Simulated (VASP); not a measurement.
# Pd (Fm-3m) in VASP: settings compared

The runs below take Pd through single point, with r2SCAN+D4, r2SCAN.

Program: VASP 6.6.1. These are calculated values, not measurements. Logs are shortened: lines on timing, memory, paths and dates and some standing lists are left out, and cuts for length are marked.

**1. The cell of the first run**

The structure is cubic, space group Fm-3m (No. 225). The conventional cell has a = 3.919 Å, b = 3.919 Å, c = 3.919 Å, α = 90.00°, β = 90.00°, γ = 90.00°. Within 3.7 Å of Pd (site symmetry m-3m) lie 12 Pd at 2.77 Å.

**2. Single point, r2SCAN+D4**

The input, POSCAR:

```
Pd
1.0
    0.0000000000      1.9593911042      1.9593911042
    1.9593911042      0.0000000000      1.9593911042
    1.9593911042      1.9593911042      0.0000000000
Pd
1
Direct
    0.0000000000      0.0000000000      0.0000000000
```

The input, INCAR.step1:

```
PREC = Accurate ; ENCUT = 690
ISMEAR = -1 ; SIGMA = 0.05
LREAL = False ; LASPH = True
NELM = 120 ; NBANDS = 15
GGA = PE ; ALGO = Normal
EDIFF = 1E-5 ; LWAVE = True
LCHARG = False ; GGA_COMPAT = False
```

The input, INCAR.step2:

```
PREC = Accurate ; ENCUT = 690
EDIFF = 1E-6 ; ISMEAR = -1
SIGMA = 0.05 ; LREAL = False
LASPH = True ; NELM = 120
ALGO = Normal ; ISIF = 2
LWAVE = False ; LCHARG = False
METAGGA = R2SCAN ; LMIXTAU = True
IVDW = 13 ; VDW_S6 = 1.0
VDW_S8 = 0.6018749 ; VDW_A1 = 0.51559235
VDW_A2 = 5.77342911 ; NBANDS = 15
ISTART = 1 ; GGA_COMPAT = False
```

The input, KPOINTS:

```
Automatic mesh
0
Gamma
  12 12 12
```

Potentials or basis: VASP PAW PBE potentials, release 64 (Pd_sv_GW).

Command:

```sh
cat potpaw_PBE.64/Pd_sv_GW/POTCAR > POTCAR
cp INCAR.step1 INCAR
mpirun -np 1 vasp_std > vasp.out
cp INCAR.step2 INCAR
mpirun -np 1 vasp_std > vasp.out
```

OUTCAR:

```text
PREC = Accurate
   ENCUT = 690
   EDIFF = 1E-6
   ISMEAR = -1
   LREAL = False
   LASPH = True
   NELM = 120
   ISIF = 2
   METAGGA = R2SCAN
   IVDW = 13
   ISTART = 1

 ion  position               nearest neighbor table
   1  0.000  0.000  0.000-

  LATTYP: Found a face centered cubic cell.
 ALAT       =     3.9187822084

  Lattice vectors:

 A1 = (   0.0000000000,   1.9593911042,   1.9593911042)
 A2 = (   1.9593911042,   0.0000000000,   1.9593911042)
 A3 = (   1.9593911042,   1.9593911042,   0.0000000000)

Analysis of symmetry for initial positions (statically):
=====================================================================
 Subroutine PRICEL returns:
 Original cell was already a primitive cell.

 Routine SETGRP: Setting up the symmetry group for a
 face centered cubic supercell.

 Subroutine GETGRP returns: Found 48 space group operations
 (whereof 48 operations were pure point group operations)
 out of a pool of 48 trial point group operations.

The static configuration has the point symmetry O_h .

Analysis of symmetry for dynamics (positions and initial velocities):
=====================================================================
 Subroutine PRICEL returns:
 Original cell was already a primitive cell.

 Routine SETGRP: Setting up the symmetry group for a
 face centered cubic supercell.

 Subroutine GETGRP returns: Found 48 space group operations
 (whereof 48 operations were pure point group operations)
 out of a pool of 48 trial point group operations.

The dynamic configuration has the point symmetry O_h .

 Subroutine INISYM returns: Found 48 space group operations
 (whereof 48 operations are pure point group operations),
 and found     1 'primitive' translations

----------------------------------------------------------------------------------------

                                     Primitive cell

  volume of cell :      15.0450

  direct lattice vectors                    reciprocal lattice vectors
     0.000000000  1.959391104  1.959391104    -0.255181316  0.255181316  0.255181316
     1.959391104  0.000000000  1.959391104     0.255181316 -0.255181316  0.255181316
     1.959391104  1.959391104  0.000000000     0.255181316  0.255181316 -0.255181316

  length of vectors
     2.770997474  2.770997474  2.770997474     0.441987004  0.441987004  0.441987004

  position of ions in fractional coordinates (direct lattice)
     0.000000000  0.000000000  0.000000000

  ion indices of the primitive-cell ions
   primitive index   ion index
                 1           1

----------------------------------------------------------------------------------------

 KPOINTS: Automatic mesh

Automatic generation of k-mesh.
 Grid dimensions read from file:
 generate k-points for:   12   12   12

 Generating k-lattice:

  Cartesian coordinates                     Fractional coordinates (reciprocal lattice)
    -0.021265110  0.021265110  0.021265110     0.083333333  0.000000000  0.000000000
     0.021265110 -0.021265110  0.021265110     0.000000000  0.083333333  0.000000000
     0.021265110  0.021265110 -0.021265110     0.000000000  0.000000000  0.083333333

  Length of vectors
     0.036832250  0.036832250  0.036832250

  Shift w.r.t. Gamma in fractional coordinates (k-lattice)
     0.000000000  0.000000000  0.000000000

 Subroutine IBZKPT returns following result:
 ===========================================

 Found     72 irreducible k-points:

 Following reciprocal coordinates:
            Coordinates               Weight
  0.000000  0.000000  0.000000      1.000000
  0.083333  0.000000  0.000000      8.000000
  0.166667  0.000000  0.000000      8.000000
  0.250000  0.000000  0.000000      8.000000
  0.333333  0.000000  0.000000      8.000000
  0.416667  0.000000  0.000000      8.000000
[... 16 lines left out ...]
  0.500000  0.166667  0.000000     24.000000
 -0.416667  0.166667  0.000000     24.000000
 [... further k-points ...]
   k-points           NKPTS =     72   k-points in BZ     NKDIM =     72   number of bands    NBANDS=     15
   number of dos      NEDOS =    301   number of ions     NIONS =      1
   total plane-waves  NPLWV =  13824
   dimension x,y,z NGX =    24 NGY =   24 NGZ =   24
   dimension x,y,z NGXF=    48 NGYF=   48 NGZF=   48
   ions per type =               1
   NGX,Y,Z   is equivalent  to a cutoff of  14.40, 14.40, 14.40 a.u.
   NGXF,Y,Z  is equivalent  to a cutoff of  28.80, 28.80, 28.80 a.u.
 SYSTEM =  unknown system
   PREC   = accura    normal or accurate (medium, high low for compatibility)
   ISTART =      1    job   : 0-new  1-cont  2-samecut
   ICHARG =      0    charge: 1-file 2-atom 10-const
   ISPIN  =      1    spin polarized calculation?
   LNONCOLLINEAR =      F non collinear calculations
   LSORBIT =      F    spin-orbit coupling
   LASPH  =      T    aspherical Exc in radial PAW
   ENCUT  =  690.0 eV  50.71 Ry    7.12 a.u.   5.93  5.93  5.93*2*pi/ulx,y,z
   NELM   =    120;   NELMIN=  2; NELMDL=  0     # of ELM steps
   EDIFF  = 0.1E-05   stopping-criterion for ELM
   LREAL  =      F    real-space projection
   EDIFFG = 0.1E-04   stopping-criterion for IOM
   NSW    =      0    number of steps for IOM
   IBRION =     -1    ionic relax: 0-MD 1-quasi-New 2-CG
   NFREE  =      0    steps in history (QN), initial steepest desc. (CG)
   ISIF   =      2    stress and relaxation
   ISYM   =      2    0-nonsym 1-usesym 2-fastsym
   POTIM  = 0.5000    time-step for ionic-motion
   TEBEG  =    0.0;   TEEND  =   0.0 temperature during run
   PSTRESS=    0.0 pullay stress
   NELECT =      18.0000    total number of electrons
   NUPDOWN=      -1.0000    fix difference up-down
   EMIN   =  10.00;   EMAX   =-10.00  energy-range for DOS
   EFERMI =   0.00;   METHOD = LEGACY
   ISMEAR =    -1;   SIGMA  =   0.05  broadening in eV -4-tet -1-fermi 0-gaus
   EFERMI_NEDOS =   21; number of points for ismear=-14 and -15
   IALGO  =     38    algorithm
   IMIX   =      4    mixing-type and parameters
     AMIX     =   0.40;   BMIX     =  1.00
     AMIX_MAG =   1.60;   BMIX_MAG =  1.00
  volume/ion in A,a.u.               =      15.05       101.53
  Fermi-wavevector in a.u.,A,eV,Ry     =   1.737939  3.284229 41.095473  3.020432
  Thomas-Fermi vector in A             =   2.811067
   LORBIT       =      0    0 simple, 1 ext, 2 COOP (PROOUT), +10 PAW based schemes
   METAGGA = R2SCAN    functional components
   LHFCALC =     F    Hartree Fock is set to
   AEXX    =    0.0000 exact exchange contribution
   IVDW    =    13    specifies the selected vdW correction
   LEPSILON=     F    determine dielectric tensor
   LRPA    =     F    only Hartree local field effects (RPA)
 non-spin polarized calculation
  energy-cutoff  :      690.00
  volume of cell :       15.05
 maximum number of plane-waves:       636
   NGX = 11   NGY = 11   NGZ = 11

 number of electron      17.9999996 magnetization

 Free energy of the ion-electron system (eV)
  ---------------------------------------------------
  ext. energy  EPLUGINS =         0.00000000
  ---------------------------------------------------
  free energy    TOTEN  =       -21.48762109 eV

  energy without entropy =      -21.46855938  energy(sigma->0) =      -21.47809023

 E-fermi :   7.9281     XC(G=0): -14.2835

 val. band max:        7.9227862374   @ k =  -0.4167   0.3333   0.0833
 cond. band min:       7.9294798055   @ k =  -0.2500   0.4167   0.1667
 fundamental gap:      0.0066935681
 Fermi energy:         7.9280796477

 k-point     1 :       0.0000    0.0000    0.0000
  band No.  band energies     occupation
      1     -78.4423      2.00000
      2     -43.1192      2.00000
      3     -43.1192      2.00000
      4     -43.1192      2.00000
      5       0.9858      2.00000
      6       5.1334      2.00000
      7       5.1334      2.00000
      8       5.1334      2.00000
      9       6.6828      2.00000
     10       6.6828      2.00000
     11      25.7201      0.00000
     12      30.5382      0.00000
     13      30.5382      0.00000
     14      30.5382      0.00000
     15      36.3485      0.00000

 k-point     2 :       0.0833    0.0000    0.0000
  band No.  band energies     occupation
      1     -78.4387      2.00000
      2     -43.1467      2.00000
      3     -43.1232      2.00000
      4     -43.1232      2.00000
      5       1.2406      2.00000
      6       5.0497      2.00000
      7       5.2182      2.00000
      8       5.2182      2.00000
      9       6.6453      2.00000
     10       6.6453      2.00000
     11      25.9644      0.00000
     12      29.0940      0.00000
     13      30.8254      0.00000
     14      30.8254      0.00000
     15      36.8836      0.00000

 k-point     3 :       0.1667    0.0000    0.0000
  band No.  band energies     occupation
      1     -78.4289      2.00000
      2     -43.2212      2.00000
      3     -43.1338      2.00000
      4     -43.1338      2.00000
      5       1.9249      2.00000
      6       4.9144      2.00000
      7       5.3867      2.00000
      8       5.3867      2.00000
      9       6.6256      2.00000
     10       6.6256      2.00000
     11      25.7763      0.00000
     12      27.1011      0.00000
     13      31.5772      0.00000
     14      31.5772      0.00000
     15      35.0917      0.00000

 k-point     4 :       0.2500    0.0000    0.0000
  band No.  band energies     occupation
      1     -78.4156      2.00000
      2     -43.3222      2.00000
      3     -43.1483      2.00000
      4     -43.1483      2.00000
      5       2.6521      2.00000
      6       5.1820      2.00000
      7       5.4124      2.00000
      8       5.4124      2.00000
      9       6.8526      2.00000
     10       6.8526      2.00000
     11      23.0150      0.00000
     12      26.8094      0.00000
     13      32.2440      0.00000
     14      32.2440      0.00000
     15      34.6081      0.00000
[... 307 lines left out ...]
 k-point    22 :       0.4167    0.1667    0.0000
  band No.  band energies     occupation
      1     -78.3913      2.00000
      2     -43.4380      2.00000
      3     -43.2149      2.00000
      4     -43.1999      2.00000
      5       3.3195      2.00000
      6       4.7231      2.00000
      7       5.3640      2.00000
      8       5.8164      2.00000
      9       7.8613      1.58364
     10       9.3068      0.00000
     11      19.1895      0.00000
     12      25.8282      0.00000
     13      27.1411      0.00000
     14      28.8720      0.00000
     15      36.8366      0.00000

 k-point    23 :       0.5000    0.1667    0.0000
  band No.  band energies     occupation
      1     -78.3844      2.00000
      2     -43.4813      2.00000
      3     -43.2366      2.00000
      4     -43.2006      2.00000
      5       3.2701      2.00000
      6       4.6483      2.00000
      7       5.6674      2.00000
      8       5.8971      2.00000
      9       7.9531      0.75469
     10      11.2741      0.00000
     11      16.3796      0.00000
     12      24.9624      0.00000
     13      27.4100      0.00000
     14      27.9262      0.00000
     15      36.8184      0.00000

 k-point    24 :      -0.4167    0.1667    0.0000
  band No.  band energies     occupation
      1     -78.3835      2.00000
      2     -43.4848      2.00000
      3     -43.2498      2.00000
      4     -43.1924      2.00000
      5       3.3225      2.00000
      6       4.6539      2.00000
      7       5.5961      2.00000
      8       6.1022      2.00000
      9       7.6908      1.98276
     10      11.8509      0.00000
     11      15.8377      0.00000
     12      24.3663      0.00000
     13      27.4583      0.00000
     14      28.4702      0.00000
     15      36.4600      0.00000

 [... further k-points ...]

------------------------ aborting loop because EDIFF is reached ----------------------------------------

  DFT-D4 for vdW energy calculation

  Edisp (eV):   -0.16600

  FORCE on cell =-STRESS in cart. coord.  units (eV):
  Direction    XX          YY          ZZ          XY          YZ          ZX
  --------------------------------------------------------------------------------------
  -------------------------------------------------------------------------------------
  Total      -0.28790    -0.28790    -0.28790     0.00000     0.00000     0.00000
  in kB     -30.65936   -30.65936   -30.65936     0.00000     0.00000     0.00000
  external pressure =      -30.66 kB  Pullay stress =        0.00 kB

 VOLUME and BASIS-vectors are now :
 -----------------------------------------------------------------------------
  energy-cutoff  :      690.00
  volume of cell :       15.05
      direct lattice vectors                 reciprocal lattice vectors
     0.000000000  1.959391104  1.959391104    -0.255181316  0.255181316  0.255181316
     1.959391104  0.000000000  1.959391104     0.255181316 -0.255181316  0.255181316
     1.959391104  1.959391104  0.000000000     0.255181316  0.255181316 -0.255181316

 POSITION                                       TOTAL-FORCE (eV/Angst)
 -----------------------------------------------------------------------------------
      0.00000      0.00000      0.00000        -0.000000     -0.000000     -0.000000
 -----------------------------------------------------------------------------------
    total drift:                                0.000000      0.000000     -0.000000

  FREE ENERGIE OF THE ION-ELECTRON SYSTEM (eV)
  ---------------------------------------------------
  free  energy   TOTEN  =       -21.6536187920 eV

  energy  without entropy=      -21.6345570767  energy(sigma->0) =      -21.64408793
```

Run time: 43 s. Hardware: 1 thread of Intel Xeon Platinum 8488C (Sapphire Rapids), shared host; peak memory 0.17 GiB.

What came out:

| Property | Result |
| --- | --- |
| Free energy | -21.6536 eV |
| Pressure | -3.1 GPa |
| Band gap on the k mesh | zero (bands 9 and 10 overlap by 1.62 eV) |
| Dispersion energy per atom | -0.166 eV |

Caveat: the cell stands under tension; the PAW data sets were made with another functional, which shifts forces and pressure a little.

**3. Single point, r2SCAN**

This run uses another cell than the first one, of 14.46 Å³/atom.

The input, POSCAR:

```
Pd
1.0
    0.0000000000      1.9334358480      1.9334358480
    1.9334358480      0.0000000000      1.9334358480
    1.9334358480      1.9334358480      0.0000000000
Pd
1
Direct
    0.0000000000      0.0000000000      0.0000000000
```

The input, INCAR.step1:

```
  PREC = Accurate
  ENCUT = 690
  ISMEAR = -1
  SIGMA = 0.05
  LREAL = F
  LASPH = T
  NELM = 120
  NBANDS = 15
  GGA = PE
  ALGO = Normal
  EDIFF = 1E-5
  LWAVE = T
  LCHARG = F
  GGA_COMPAT = F
```

The input, INCAR.step2:

```
  PREC = Accurate
  ENCUT = 690
  EDIFF = 1E-6
  ISMEAR = -1
  SIGMA = 0.05
  LREAL = F
  LASPH = T
  NELM = 120
  ALGO = Normal
  ISIF = 2
  LWAVE = F
  LCHARG = T
  METAGGA = R2SCAN
  LMIXTAU = T
  LELF = T
  LVHAR = T
  NBANDS = 15
  ISTART = 1
  GGA_COMPAT = F
```

The input, KPOINTS:

```
regular mesh
0
Gamma
  12 12 12
```

Potentials or basis: VASP PAW PBE potentials, release 64 (Pd_sv_GW).

Command:

```sh
cat potpaw_PBE.64/Pd_sv_GW/POTCAR > POTCAR
cp INCAR.step1 INCAR
mpirun -np 1 vasp_std > vasp.out
cp INCAR.step2 INCAR
mpirun -np 1 vasp_std > vasp.out
```

It took 3.8 min on 1 thread of AMD EPYC, shared host; peak memory 0.14 GiB.

It converged, with:

| Quantity | Value |
| --- | --- |
| Free energy | -21.4792 eV |
| Pressure | 6.4 GPa |
| Band gap on the k mesh | zero (bands 9 and 10 overlap by 1.73 eV) |

Levels at points of the mesh, in eV from the Fermi level:
| k point | band 5 | band 6 | band 7 | band 8 | band 9 | band 10 | band 11 | band 12 | band 13 | band 14 |
| --- | --- | --- | --- | --- | --- | --- | --- | --- | --- | --- |
| (0.00, 0.00, 0.00) | -7.26 | -2.98 | -2.98 | -2.98 | -1.33 | -1.33 | 17.80 | 22.85 | 22.85 | 22.85 |
| (0.50, 0.00, 0.00) | -5.54 | -3.06 | -3.06 | -0.02 | -0.02 | 1.33 | 7.94 | 17.26 | 22.14 | 22.14 |
| (0.50, 0.50, 0.00) | -5.67 | -5.39 | -0.08 | 0.34 | 0.34 | 3.74 | 11.59 | 14.05 | 14.05 | 22.80 |

Caveat: the cell stands under pressure; the PAW data sets were made with another functional, which shifts forces and pressure a little.

**4. Single point, r2SCAN**

This run uses another cell than the first one, of 14.75 Å³/atom.

The input, POSCAR:

```
Pd
1.0
    0.0000000000      1.9465000000      1.9465000000
    1.9465000000      0.0000000000      1.9465000000
    1.9465000000      1.9465000000      0.0000000000
Pd
1
Direct
    0.0000000000      0.0000000000      0.0000000000
```

The input, INCAR.step1:

```
ALGO = Normal ; EDIFF = 1E-5
ENCUT = 690 ; GGA = PE
GGA_COMPAT = False ; ISMEAR = -1
LASPH = True ; LCHARG = False
LREAL = False ; LWAVE = True
NBANDS = 15 ; NELM = 120
PREC = Accurate ; SIGMA = 0.05
```

The input, INCAR.step2:

```
ALGO = Normal ; EDIFF = 1E-6
ENCUT = 690 ; GGA_COMPAT = False
ISIF = 2 ; ISMEAR = -1
ISTART = 1 ; LASPH = True
LCHARG = True ; LELF = True
LMIXTAU = True ; LREAL = False
LVHAR = True ; LWAVE = False
METAGGA = R2SCAN ; NBANDS = 15
NELM = 120 ; PREC = Accurate
SIGMA = 0.05
```

The input, KPOINTS:

```
k-points
0
Gamma
  12 12 12
```

Command:

```sh
cat potpaw_PBE.64/Pd_sv_GW/POTCAR > POTCAR
cp INCAR.step1 INCAR
mpirun -np 1 vasp_std > vasp.out
cp INCAR.step2 INCAR
mpirun -np 1 vasp_std > vasp.out
```

Run time: 33 s. Hardware: 1 thread of Intel Xeon 6975P-C (Granite Rapids), shared host; peak memory 0.16 GiB.

It converged, with:

| Quantity | Value |
| --- | --- |
| Free energy | -21.4870 eV |
| Pressure | 2.2 GPa |
| Band gap on the k mesh | zero (bands 9 and 10 overlap by 1.67 eV) |

Levels at points of the mesh, in eV from the Fermi level:
| k point | band 5 | band 6 | band 7 | band 8 | band 9 | band 10 | band 11 | band 12 | band 13 | band 14 |
| --- | --- | --- | --- | --- | --- | --- | --- | --- | --- | --- |
| (0.00, 0.00, 0.00) | -7.10 | -2.89 | -2.89 | -2.89 | -1.28 | -1.28 | 17.80 | 22.73 | 22.73 | 22.73 |
| (0.50, 0.00, 0.00) | -5.37 | -2.96 | -2.96 | -0.02 | -0.02 | 1.37 | 7.76 | 17.25 | 21.94 | 21.94 |
| (0.50, 0.50, 0.00) | -5.49 | -5.22 | -0.08 | 0.33 | 0.33 | 3.74 | 11.37 | 13.94 | 13.94 | 22.49 |

Caveat: the PAW data sets were made with another functional, which shifts forces and pressure a little.

**5. Overview**

```csv
level,cell,gap on the mesh (eV),pressure (GPa)
r2SCAN+D4,"a = 2.771 Å, angles 60.0°, 1 atom",none,-3.1
r2SCAN,"a = 2.734 Å, angles 60.0°, 1 atom",none,6.4
r2SCAN,"a = 2.753 Å, angles 60.0°, 1 atom",none,2.2
```

Alike in all rows: task single point; potentials or basis VASP PAW PBE potentials, release 64 (Pd_sv_GW); no spin polarisation; k mesh 12 × 12 × 12; cutoff (eV) 690; smearing fermi-dirac 0.05 eV.

Caveats: the PAW data sets were made with another functional, which shifts forces and pressure a little; the cell stands under tension (at least some runs); the cell stands under pressure (at least some runs).

Total energies depend on the potentials used, so only differences within one code and one set of settings carry meaning.
